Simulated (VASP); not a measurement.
# BaTiO3 (R3m) in VASP: further runs, part 2 of 2

VASP 6.6.1. The steps go on from the part before.

## 3. Single point, PBE (volume scaled by 0.96, then relaxed in part)

File INCAR:

```
ALGO = Normal ; EDIFF = 1E-6
ENCUT = 520 ; GGA = PE
ISIF = 2 ; ISMEAR = -1
LASPH = T ; LCHARG = F
LREAL = F ; LWAVE = F
NBANDS = 28 ; NELM = 80
PREC = Accurate ; SIGMA = 0.02
```

File KPOINTS:

```
k-points
0
Gamma
  8 8 8
```

File POSCAR:

```
BaTiO3
1.0
    2.7894507181      1.6104901230      2.2864074699
   -2.7894507181      1.6104901230      2.2864074699
    0.0000000000     -3.2209802460      2.2864074699
Ba Ti O
1 1 3
Direct
    0.0007364890      0.0007364890      0.0007364890
    0.4930616900      0.4930616900      0.4930616900
    0.5083215773      0.5083215773      0.0108586664
    0.0108586664      0.5083215773      0.5083215773
    0.5083215773      0.0108586664      0.5083215773
```

Potentials or basis: VASP PAW PBE potentials, release 64 (Ba_sv, Ti_sv, O).

Run with:

```console
cat potpaw_PBE.64/Ba_sv/POTCAR potpaw_PBE.64/Ti_sv/POTCAR potpaw_PBE.64/O/POTCAR > POTCAR
mpirun -np 1 vasp_std > vasp.out
```

OUTCAR:

```text
EDIFF = 1E-6
   ENCUT = 520
   GGA = PE
   ISIF = 2
   ISMEAR = -1
   LASPH = T
   LREAL = F
   NELM = 80
   PREC = Accurate

 ion  position               nearest neighbor table
   1  0.001  0.001  0.001-   4 2.75   5 2.75   3 2.75   3 2.79   3 2.79   5 2.79   4 2.79   4 2.79
                             5 2.79   4 2.84   5 2.84   3 2.84   2 3.38   2 3.40   2 3.40   2 3.40
   2  0.493  0.493  0.493-   4 1.91   5 1.91   3 1.91   5 2.05   4 2.05   3 2.05   1 3.38   1 3.40
                             1 3.40   1 3.40   1 3.44   1 3.44   1 3.44   1 3.48
   3  0.508  0.508  0.011-   2 1.91   2 2.05   1 2.75   1 2.79   1 2.79   1 2.84
   4  0.011  0.508  0.508-   2 1.91   2 2.05   1 2.75   1 2.79   1 2.79   1 2.84
   5  0.508  0.011  0.508-   2 1.91   2 2.05   1 2.75   1 2.79   1 2.79   1 2.84

  LATTYP: Found a trigonal (rhomboedric) cell.
 ALAT       =     3.9499839067
 COS(alpha) =     0.0025830844

  Lattice vectors:

 A1 = (   2.7894507181,   1.6104901230,   2.2864074699)
 A2 = (  -2.7894507181,   1.6104901230,   2.2864074699)
 A3 = (   0.0000000000,  -3.2209802460,   2.2864074699)

Analysis of symmetry for initial positions (statically):
=====================================================================
 Subroutine PRICEL returns:
 Original cell was already a primitive cell.

 Routine SETGRP: Setting up the symmetry group for a
 trigonal (rhombohedral) supercell.

 Subroutine GETGRP returns: Found  6 space group operations
 (whereof  6 operations were pure point group operations)
 out of a pool of 12 trial point group operations.

The static configuration has the point symmetry C_3v.

Analysis of symmetry for dynamics (positions and initial velocities):
=====================================================================
 Subroutine PRICEL returns:
 Original cell was already a primitive cell.

 Routine SETGRP: Setting up the symmetry group for a
 trigonal (rhombohedral) supercell.

 Subroutine GETGRP returns: Found  6 space group operations
 (whereof  6 operations were pure point group operations)
 out of a pool of 12 trial point group operations.

The dynamic configuration has the point symmetry C_3v.

 Subroutine INISYM returns: Found  6 space group operations
 (whereof  6 operations are pure point group operations),
 and found     1 'primitive' translations

----------------------------------------------------------------------------------------

                                     Primitive cell

  volume of cell :      61.6285

  direct lattice vectors                    reciprocal lattice vectors
     2.789450718  1.610490123  2.286407470     0.179246759  0.103488164  0.145789120
    -2.789450718  1.610490123  2.286407470    -0.179246759  0.103488164  0.145789120
     0.000000000 -3.220980246  2.286407470     0.000000000 -0.206976329  0.145789120

  length of vectors
     3.949983907  3.949983907  3.949983907     0.253167273  0.253167273  0.253167273

  position of ions in fractional coordinates (direct lattice)
     0.000736489  0.000736489  0.000736489
     0.493061690  0.493061690  0.493061690
     0.508321577  0.508321577  0.010858666
     0.010858666  0.508321577  0.508321577
     0.508321577  0.010858666  0.508321577

  ion indices of the primitive-cell ions
   primitive index   ion index
                 1           1
                 2           2
                 3           3
                 4           4
                 5           5

----------------------------------------------------------------------------------------

 KPOINTS: k-points

Automatic generation of k-mesh.
 Grid dimensions read from file:
 generate k-points for:    8    8    8

 Generating k-lattice:

  Cartesian coordinates                     Fractional coordinates (reciprocal lattice)
     0.022405845  0.012936021  0.018223640     0.125000000  0.000000000  0.000000000
    -0.022405845  0.012936021  0.018223640     0.000000000  0.125000000  0.000000000
     0.000000000 -0.025872041  0.018223640     0.000000000  0.000000000  0.125000000

  Length of vectors
     0.031645909  0.031645909  0.031645909

  Shift w.r.t. Gamma in fractional coordinates (k-lattice)
     0.000000000  0.000000000  0.000000000

 Subroutine IBZKPT returns following result:
 ===========================================

 Found     65 irreducible k-points:

 Following reciprocal coordinates:
            Coordinates               Weight
  0.000000  0.000000  0.000000      1.000000
  0.125000  0.000000  0.000000      6.000000
  0.250000  0.000000  0.000000      6.000000
  0.375000  0.000000  0.000000      6.000000
  0.500000  0.000000  0.000000      3.000000
  0.125000  0.125000  0.000000      6.000000
[... 16 lines left out ...]
  0.250000  0.125000  0.125000      6.000000
  0.375000  0.125000  0.125000      6.000000
 [... further k-points ...]
   k-points           NKPTS =     65   k-points in BZ     NKDIM =     65   number of bands    NBANDS=     28
   number of dos      NEDOS =    301   number of ions     NIONS =      5
   total plane-waves  NPLWV =  27000
   dimension x,y,z NGX =    30 NGY =   30 NGZ =   30
   dimension x,y,z NGXF=    60 NGYF=   60 NGZF=   60
   ions per type =               1   1   3
   NGX,Y,Z   is equivalent  to a cutoff of  12.63, 12.63, 12.63 a.u.
   NGXF,Y,Z  is equivalent  to a cutoff of  25.25, 25.25, 25.25 a.u.
 SYSTEM =  unknown system
   PREC   = accura    normal or accurate (medium, high low for compatibility)
   ISTART =      0    job   : 0-new  1-cont  2-samecut
   ICHARG =      2    charge: 1-file 2-atom 10-const
   ISPIN  =      1    spin polarized calculation?
   LNONCOLLINEAR =      F non collinear calculations
   LSORBIT =      F    spin-orbit coupling
   LASPH  =      T    aspherical Exc in radial PAW
   ENCUT  =  520.0 eV  38.22 Ry    6.18 a.u.   7.34  7.34  7.34*2*pi/ulx,y,z
   NELM   =     80;   NELMIN=  2; NELMDL= -5     # of ELM steps
   EDIFF  = 0.1E-05   stopping-criterion for ELM
   LREAL  =      F    real-space projection
   EDIFFG = 0.1E-04   stopping-criterion for IOM
   NSW    =      0    number of steps for IOM
   IBRION =     -1    ionic relax: 0-MD 1-quasi-New 2-CG
   NFREE  =      0    steps in history (QN), initial steepest desc. (CG)
   ISIF   =      2    stress and relaxation
   ISYM   =      2    0-nonsym 1-usesym 2-fastsym
   POTIM  = 0.5000    time-step for ionic-motion
   TEBEG  =    0.0;   TEEND  =   0.0 temperature during run
   PSTRESS=    0.0 pullay stress
   NELECT =      40.0000    total number of electrons
   NUPDOWN=      -1.0000    fix difference up-down
   EMIN   =  10.00;   EMAX   =-10.00  energy-range for DOS
   EFERMI =   0.00;   METHOD = LEGACY
   ISMEAR =    -1;   SIGMA  =   0.02  broadening in eV -4-tet -1-fermi 0-gaus
   EFERMI_NEDOS =   21; number of points for ismear=-14 and -15
   IALGO  =     38    algorithm
   IMIX   =      4    mixing-type and parameters
     AMIX     =   0.40;   BMIX     =  1.00
     AMIX_MAG =   1.60;   BMIX_MAG =  1.00
  volume/ion in A,a.u.               =      12.33        83.18
  Fermi-wavevector in a.u.,A,eV,Ry     =   1.417428  2.678550 27.335487  2.009102
  Thomas-Fermi vector in A             =   2.538659
   LORBIT       =      0    0 simple, 1 ext, 2 COOP (PROOUT), +10 PAW based schemes
   GGA     = PE    functional components
[... 5 lines left out ...]
 non-spin polarized calculation
  energy-cutoff  :      520.00
  volume of cell :       61.63
 maximum number of plane-waves:      1677
 NGX is ok and might be reduce to    30
   NGX = 15   NGY = 15   NGZ = 15

 number of electron      40.0000015 magnetization

 Free energy of the ion-electron system (eV)
  ---------------------------------------------------
  ext. energy  EPLUGINS =         0.00000000
  ---------------------------------------------------
  free energy    TOTEN  =       -39.84695010 eV

  energy without entropy =      -39.84695010  energy(sigma->0) =      -39.84695010

 E-fermi :   4.7168     XC(G=0): -11.4653

 val. band max:        4.1226633577   @ k =   0.5000   0.5000   0.5000
 cond. band min:       6.1772589611   @ k =   0.0000   0.0000   0.0000
 fundamental gap:      2.0545956034
 Fermi energy:         4.7168459787

 k-point     1 :       0.0000    0.0000    0.0000
  band No.  band energies     occupation
      1     -52.2281      2.00000
      2     -28.4780      2.00000
      3     -28.4780      2.00000
      4     -28.4738      2.00000
      5     -20.5953      2.00000
      6     -12.8339      2.00000
[... 20 lines left out ...]
     27       9.2324      0.00000
[... 691 lines left out ...]
      6     -12.9363      2.00000
[... 20 lines left out ...]
     27      11.8830      0.00000
     28      13.0235      0.00000

 [... further k-points ...]
[... 5 lines left out ...]
  --------------------------------------------------------------------------------------
  -------------------------------------------------------------------------------------
  Total        4.9336944      4.9336944      4.6636101     -0.0000000      0.0000000      0.0000000
  in kB      128.2629394    128.2629394    121.2414661     -0.0000000      0.0000000      0.0000000
  external PRESSURE =     125.9224483 kB  Pullay stress =       0.0000000 kB

 VOLUME and BASIS-vectors are now :
 -----------------------------------------------------------------------------
  energy-cutoff  :      520.00
  volume of cell :       61.63
      direct lattice vectors                 reciprocal lattice vectors
     2.789450718  1.610490123  2.286407470     0.179246759  0.103488164  0.145789120
    -2.789450718  1.610490123  2.286407470    -0.179246759  0.103488164  0.145789120
     0.000000000 -3.220980246  2.286407470     0.000000000 -0.206976329  0.145789120

 POSITION                                       TOTAL-FORCE (eV/Angst)
 -----------------------------------------------------------------------------------
      0.00000      0.00000      0.00505         0.000000      0.000000      0.028994
      0.00000      0.00000      3.38202         0.000000     -0.000000      0.039238
      0.00000      1.60232      2.34929         0.000000      0.001252     -0.022744
     -1.38765     -0.80116      2.34929        -0.001084     -0.000626     -0.022744
      1.38765     -0.80116      2.34929         0.001084     -0.000626     -0.022744
 -----------------------------------------------------------------------------------
    total drift:                                0.000000      0.000004     -0.000932

  FREE ENERGIE OF THE ION-ELECTRON SYSTEM (eV)
  ---------------------------------------------------
  free  energy   TOTEN  =       -39.8469501045 eV

  energy  without entropy=      -39.8469501045  energy(sigma->0) =      -39.84695010
```

OSZICAR:

```text
N       E                     dE             d eps       ncg     rms          rms(c)
DAV:   1     0.438524394758E+03    0.43852E+03   -0.20907E+04  3640   0.156E+03
DAV:   2    -0.378028395907E+01   -0.44230E+03   -0.42134E+03  4152   0.432E+02
DAV:   3    -0.483859169602E+02   -0.44606E+02   -0.44043E+02  5064   0.135E+02
DAV:   4    -0.504977480113E+02   -0.21118E+01   -0.21079E+01  5472   0.250E+01
DAV:   5    -0.505565861548E+02   -0.58838E-01   -0.58826E-01  4796   0.339E+00    0.241E+01
DAV:   6    -0.399130158811E+02    0.10644E+02   -0.55231E+01  5232   0.688E+01    0.983E+00
DAV:   7    -0.399638784278E+02   -0.50863E-01   -0.93281E+00  4812   0.225E+01    0.721E+00
DAV:   8    -0.398274684470E+02    0.13641E+00   -0.66305E-01  4444   0.766E+00    0.329E+00
DAV:   9    -0.398637032443E+02   -0.36235E-01   -0.24283E-01  5064   0.371E+00    0.125E+00
DAV:  10    -0.398474230630E+02    0.16280E-01   -0.95075E-02  4296   0.334E+00    0.325E-01
DAV:  11    -0.398470025010E+02    0.42056E-03   -0.51211E-03  4564   0.506E-01    0.808E-02
DAV:  12    -0.398471997428E+02   -0.19724E-03   -0.13082E-03  5228   0.288E-01    0.141E-01
DAV:  13    -0.398469522032E+02    0.24754E-03   -0.97028E-04  4812   0.323E-01    0.188E-02
DAV:  14    -0.398469495364E+02    0.26668E-05   -0.32521E-05  4396   0.520E-02    0.390E-03
DAV:  15    -0.398469501045E+02   -0.56814E-06   -0.31722E-06  4360   0.149E-02
   1 F= -.39846950E+02 E0= -.39846950E+02  d E =-.191208E-14
```

Run time: 52 s. Hardware: 1 thread of Intel Xeon 6975P-C (Granite Rapids), shared host; peak memory 0.23 GiB.

Results:

```yaml
Free_energy: -39.8470 eV
Pressure: 12.6 GPa
Largest_force: 0.039 eV/Å
Band_gap_on_the_k_mesh: 2.05 eV, indirect (least direct gap 2.25 eV)
```

Forces in eV/Å, atoms in the order of the input:
```
Ba   0.000  0.000  0.029
Ti   0.000  0.000  0.039
O    0.000  0.001 -0.023
O   -0.001 -0.001 -0.023
O    0.001 -0.001 -0.023
```

Stress tensor (GPa, compression positive):
```
12.83  0.00  0.00
 0.00 12.83  0.00
 0.00  0.00 12.12
```

Caveat: spin-orbit coupling is left out, which moves the levels of the heavy elements.
